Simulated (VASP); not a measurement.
# TiAg2S3 (P1) in VASP: single point with PBEsol

Aim: the single point of TiAg2S3 with PBEsol.

Everything below comes from runs of VASP 6.6.1. Logs are shortened: lines on timing, memory, paths and dates and some standing lists are left out, and cuts for length are marked.

### Step 1. The cell of the first run

The typed cell holds 12 atoms: a = 8.280 Å, b = 4.116 Å, c = 8.311 Å, α = 75.37°, β = 104.91°, γ = 119.22°.

### Step 2. Single point, PBEsol

The input, INCAR:

```
SYSTEM = TiAg2S3
PREC = Accurate ; ENCUT = 500
EDIFF = 1E-6 ; ISMEAR = -1
SIGMA = 0.05 ; LREAL = .FALSE.
LASPH = .TRUE. ; NELM = 120
ALGO = Normal ; ISIF = 2
LWAVE = .FALSE. ; LCHARG = .FALSE.
GGA = PS ; NBANDS = 64
GGA_COMPAT = .FALSE.
```

The input, KPOINTS:

```
regular mesh
0
G
  6 6 2
  0 0 0
```

The input, POSCAR:

```
TiAg2S3
1.0
    8.2169296772      0.1051574179     -1.0124563642
   -2.0093914113      3.5577310956      0.4946289761
   -1.1524224846      0.6367162449      8.2063222041
Ti Ag S
2 4 6
Direct
    0.1112666493      0.7695954414      0.6121990813
    0.6113101658      0.7697094687      0.6122045850
    0.0063928599     -0.0168790882      0.9760151647
    0.3914945512      0.2005563871      0.3322760710
    0.5063989666     -0.0167635946      0.9760101167
    0.8913743022      0.2002188377      0.3316883694
    0.0553201270     -0.1235915852      0.3009868401
    0.2807119467      0.4357651645      0.6151343161
    0.1621566560      0.6737666639      0.9031331019
    0.5552584602     -0.1231925226      0.3009612743
    0.7807226318      0.4358819961      0.6152370240
    0.6621789487      0.6739313926      0.9031379286
```

Potentials or basis: VASP PAW PBE potentials, release 64 (Ti_sv, Ag, S).

Run with:

```console
cat potpaw_PBE.64/Ti_sv/POTCAR potpaw_PBE.64/Ag/POTCAR potpaw_PBE.64/S/POTCAR > POTCAR
mpirun -np 1 vasp_std > vasp.out
```

OUTCAR:

```text
SYSTEM = TiAg2S3
   PREC = Accurate
   ENCUT = 500
   EDIFF = 1E-6
   ISMEAR = -1
   LREAL = .FALSE.
   LASPH = .TRUE.
   NELM = 120
   ISIF = 2
   GGA = PS

 ion  position               nearest neighbor table
   1  0.111  0.770  0.612-   9 2.31   8 2.39  11 2.39   8 2.40   7 2.47   4 3.26   6 3.26
   2  0.611  0.770  0.612-  12 2.31  11 2.39   8 2.39  11 2.40  10 2.47   4 3.26   6 3.26
   3  0.006  0.983  0.976-   9 2.46   9 2.46  12 2.46   7 2.58
   4  0.391  0.201  0.332-   7 2.40  10 2.40  10 2.41   1 3.26   2 3.26
   5  0.506  0.983  0.976-  12 2.46  12 2.46   9 2.46  10 2.58
   6  0.891  0.200  0.332-  10 2.40   7 2.40   7 2.41   2 3.26   1 3.26
   7  0.055  0.876  0.301-   4 2.40   6 2.40   6 2.41   1 2.47   3 2.58
   8  0.281  0.436  0.615-   1 2.39   2 2.39   1 2.40
   9  0.162  0.674  0.903-   1 2.31   3 2.46   3 2.46   5 2.46
  10  0.555  0.877  0.301-   6 2.40   4 2.40   4 2.41   2 2.47   5 2.58
  11  0.781  0.436  0.615-   2 2.39   1 2.39   2 2.40
  12  0.662  0.674  0.903-   2 2.31   5 2.46   5 2.46   3 2.46

  LATTYP: Found a triclinic cell.
 ALAT       =    13.1850205970
 B/A-ratio  =     0.6334752526
 C/A-ratio  =     0.6303569990
 COS(alpha) =     0.0062076256
 COS(beta)  =     0.5554457788
 COS(gamma) =     0.7939523173

  Lattice vectors:

 A1 = (   3.3411779279,  10.1416344598,  -7.7348916400)
 A2 = (   4.1981468546,   7.2206196091,  -0.0231984120)
 A3 = (   1.1524224846,  -0.6367162449,  -8.2063222041)

Analysis of symmetry for initial positions (statically):
=====================================================================
 Subroutine PRICEL returns:
 Original cell was already a primitive cell.

 Routine SETGRP: Setting up the symmetry group for a
 triclinic supercell.

 Subroutine GETGRP returns: Found  1 space group operations
 (whereof  1 operations were pure point group operations)
 out of a pool of  2 trial point group operations.

The static configuration has the point symmetry C_1 .

Analysis of symmetry for dynamics (positions and initial velocities):
=====================================================================
 Subroutine PRICEL returns:
 Original cell was already a primitive cell.

 Routine SETGRP: Setting up the symmetry group for a
 triclinic supercell.

 Subroutine GETGRP returns: Found  1 space group operations
 (whereof  1 operations were pure point group operations)
 out of a pool of  2 trial point group operations.

The dynamic configuration has the point symmetry C_1 .

 Subroutine INISYM returns: Found  1 space group operations
 (whereof  1 operations are pure point group operations),
 and found     1 'primitive' translations
[... 128 lines left out ...]
   EMIN   =  10.00;   EMAX   =-10.00  energy-range for DOS
   EFERMI =   0.00;   METHOD = LEGACY
   ISMEAR =    -1;   SIGMA  =   0.05  broadening in eV -4-tet -1-fermi 0-gaus
   EFERMI_NEDOS =   21; number of points for ismear=-14 and -15
   IALGO  =     38    algorithm
   IMIX   =      4    mixing-type and parameters
     AMIX     =   0.40;   BMIX     =  1.00
     AMIX_MAG =   1.60;   BMIX_MAG =  1.00
  volume/ion in A,a.u.               =      19.68       132.79
  Fermi-wavevector in a.u.,A,eV,Ry     =   1.245570  2.353786 21.108695  1.551445
  Thomas-Fermi vector in A             =   2.379787
   LORBIT       =      0    0 simple, 1 ext, 2 COOP (PROOUT), +10 PAW based schemes
   GGA     = PS    functional components
   LHFCALC =     F    Hartree Fock is set to
   AEXX    =    0.0000 exact exchange contribution
   IVDW    =     0    specifies the selected vdW correction
   LEPSILON=     F    determine dielectric tensor
   LRPA    =     F    only Hartree local field effects (RPA)
 non-spin polarized calculation
  energy-cutoff  :      500.00
  volume of cell :      236.13
 maximum number of plane-waves:      6032
   NGX = 31   NGY = 15   NGZ = 31

 number of electron     104.0000003 magnetization

 Free energy of the ion-electron system (eV)
  ---------------------------------------------------
  ext. energy  EPLUGINS =         0.00000000
  ---------------------------------------------------
  free energy    TOTEN  =       -62.67167535 eV

  energy without entropy =      -62.63731229  energy(sigma->0) =      -62.65449382

 E-fermi :   5.4872     XC(G=0): -10.4688

 val. band max:        5.4728215247   @ k =  -0.1667   0.1667   0.0000
 cond. band min:       5.5448957591   @ k =  -0.3333   0.1667   0.5000
 fundamental gap:      0.0720742344
 Fermi energy:         5.4871670012

 k-point     1 :       0.0000    0.0000    0.0000
  band No.  band energies     occupation
      1     -51.8542      2.00000
      2     -51.8533      2.00000
      3     -28.2798      2.00000
      4     -28.2679      2.00000
      5     -28.2636      2.00000
      6     -28.2585      2.00000
[... 1597 lines left out ...]
     63       9.4490      0.00000
     64       9.4506      0.00000

 [... further k-points ...]

------------------------ aborting loop because EDIFF is reached ----------------------------------------

  FORCE on cell =-STRESS in cart. coord.  units (eV):
  Direction    XX          YY          ZZ          XY          YZ          ZX
  --------------------------------------------------------------------------------------
  -------------------------------------------------------------------------------------
  Total       -0.0207825     -0.0403412      0.0184825     -0.0093840     -0.0094304      0.0244936
  in kB       -0.1410115     -0.2737197      0.1254058     -0.0636715     -0.0639865      0.1661920
  external PRESSURE =      -0.0964418 kB  Pullay stress =       0.0000000 kB

 VOLUME and BASIS-vectors are now :
 -----------------------------------------------------------------------------
  energy-cutoff  :      500.00
  volume of cell :      236.13
      direct lattice vectors                 reciprocal lattice vectors
     8.216929677  0.105157418 -1.012456364     0.122308975  0.067418877  0.011945049
    -2.009391411  3.557731096  0.494628976    -0.006384603  0.280623784 -0.022669775
    -1.152422485  0.636716245  8.206322204     0.015474716 -0.008596541  0.124697391

 POSITION                                       TOTAL-FORCE (eV/Angst)
 -----------------------------------------------------------------------------------
     -1.33766      3.13951      5.29191        -0.004403      0.005356     -0.004824
      2.77093      3.19250      4.78574        -0.005949      0.005083     -0.005426
     -3.04773      4.11980      8.48930         0.001180     -0.000544     -0.003115
      2.43096      0.96626      2.42959        -0.000580      0.000299     -0.002354
      1.06056      4.17278      7.98308         0.000393     -0.000394     -0.003317
      6.53980      1.01725      1.91850        -0.001648      0.000860     -0.001384
     -1.65335      3.31549      2.84748        -0.002681     -0.001129     -0.001576
      0.72207      1.97152      4.97932         0.005966     -0.003559      0.000937
     -1.06222      2.98917      7.58049         0.002496     -0.000079      0.011883
      2.45384      3.36946      2.34130        -0.001154      0.000053     -0.000478
      4.83027      2.02458      4.47399         0.005771     -0.004300     -0.002475
      3.04609      3.04234      7.07436         0.000607     -0.001645      0.012129
 -----------------------------------------------------------------------------------
    total drift:                               -0.000368     -0.000030      0.001291

  FREE ENERGIE OF THE ION-ELECTRON SYSTEM (eV)
  ---------------------------------------------------
  free  energy   TOTEN  =       -62.6716753540 eV

  energy  without entropy=      -62.6373122909  energy(sigma->0) =      -62.65449382
```

OSZICAR:

```text
N       E                     dE             d eps       ncg     rms          rms(c)
DAV:   1     0.974288696030E+03    0.97429E+03   -0.48150E+04  5128   0.156E+03
DAV:   2     0.473547043198E+02   -0.92693E+03   -0.89320E+03  5272   0.413E+02
DAV:   3    -0.630090476033E+02   -0.11036E+03   -0.10715E+03  7296   0.130E+02
DAV:   4    -0.717224518180E+02   -0.87134E+01   -0.86737E+01  7536   0.330E+01
DAV:   5    -0.722557153228E+02   -0.53326E+00   -0.53303E+00  7240   0.626E+00    0.261E+01
DAV:   6    -0.675587456691E+02    0.46970E+01   -0.68481E+01  7368   0.430E+01    0.264E+01
DAV:   7    -0.650627663151E+02    0.24960E+01   -0.60794E+01  7232   0.495E+01    0.189E+01
DAV:   8    -0.636223820963E+02    0.14404E+01   -0.42284E+00  5784   0.106E+01    0.105E+01
DAV:   9    -0.627209969237E+02    0.90139E+00   -0.39155E+00  8088   0.102E+01    0.265E+00
DAV:  10    -0.626734149186E+02    0.47582E-01   -0.44192E-01  6416   0.349E+00    0.127E+00
DAV:  11    -0.626762360475E+02   -0.28211E-02   -0.23452E-02  6248   0.901E-01    0.102E+00
DAV:  12    -0.626730860724E+02    0.31500E-02   -0.11264E-02  6752   0.684E-01    0.540E-01
DAV:  13    -0.626725671845E+02    0.51889E-03   -0.96024E-03  7096   0.606E-01    0.318E-01
DAV:  14    -0.626716834403E+02    0.88374E-03   -0.30573E-03  6672   0.361E-01    0.999E-02
DAV:  15    -0.626716695836E+02    0.13857E-04   -0.28508E-04  6232   0.928E-02    0.376E-02
DAV:  16    -0.626716737048E+02   -0.41212E-05   -0.31436E-05  7280   0.326E-02    0.147E-02
DAV:  17    -0.626716750284E+02   -0.13235E-05   -0.24851E-06  4112   0.116E-02    0.819E-03
DAV:  18    -0.626716753540E+02   -0.32563E-06   -0.87362E-07  3488   0.531E-03
   1 F= -.62671675E+02 E0= -.62654494E+02  d E =-.343631E-01
```

stdout:

```text
POSCAR found type information on POSCAR TiAgS
 POSCAR found :  3 types and      12 ions
 scaLAPACK will be used
 -----------------------------------------------------------------------------
|                                                                             |
|                                                                             |
|     You enforced a specific xc type in the INCAR file but a different       |
|     I HOPE YOU KNOW WHAT YOU ARE DOING!                                     |
|                                                                             |
 -----------------------------------------------------------------------------

 LDA part: xc-table for (Slater+PW92), standard interpolation
 POSCAR, INCAR and KPOINTS ok, starting setup
 FFT: planning ... GRIDC
 FFT: planning ... GRID_SOFT
 FFT: planning ... GRID
 WAVECAR not read
 entering main loop
```

Run time: 8.2 min. Hardware: 1 thread of Intel Xeon 6975P-C (Granite Rapids), shared host; peak memory 0.62 GiB.

What came out:

```yaml
Free_energy: -62.6717 eV
Pressure: 0.0 GPa
Largest_force: 0.012 eV/Å
Band_gap_on_the_k_mesh: zero (bands 52 and 53 overlap by 0.68 eV)
```

Forces in eV/Å, atoms in the order of the input:
```
Ti  -0.004  0.005 -0.005
Ti  -0.006  0.005 -0.005
Ag   0.001 -0.001 -0.003
Ag  -0.001  0.000 -0.002
Ag   0.000  0.000 -0.003
Ag  -0.002  0.001 -0.001
S   -0.003 -0.001 -0.002
S    0.006 -0.004  0.001
S    0.002  0.000  0.012
S   -0.001  0.000  0.000
S    0.006 -0.004 -0.002
S    0.001 -0.002  0.012
```

Caveat: the k points lie up to 0.40 Å⁻¹ apart, too coarse for converged energies and pressures of a metal; the PAW data sets were made with another functional, which shifts forces and pressure a little.

The gap in the log of VASP goes by the Fermi energy; the results here count the filled bands.